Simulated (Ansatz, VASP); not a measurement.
One calculation of Lu, two programs

```
CELL_PARAMETERS angstrom
3.04141 0.00000 0.00000
0.00000 3.04141 0.00000
0.00000 0.00000 3.04141
ATOMIC_POSITIONS crystal
Lu 0.00000 0.00000 0.00000
```

Alike in both runs: task single point; functional PBEsol; k mesh 11 × 11 × 11; occupations fermi-dirac, width 0.1 eV; no spin polarisation.

|  | VASP | Ansatz |
| --- | --- | --- |
| version | VASP 6.6.1 | Ansatz 0.2.0 |
| potentials or method | VASP PAW PBE potentials, release 64 (Lu), cutoff 520 eV | plane waves (420 eV) with PAW, scalar-relativistic |
| valence electrons in the cell | 25 | 25 |

Ansatz gave:

* pressure (GPa): 3.0

Question: Estimate VASP's values.

Answer: Pressure (GPa): 3.2.

VASP's potentials were made for PBE, not for PBEsol, and Ansatz warns of the same on its side. The functional is the same, so the differences come from potentials, cutoffs and numerics.

Neither program's run includes spin-orbit coupling.
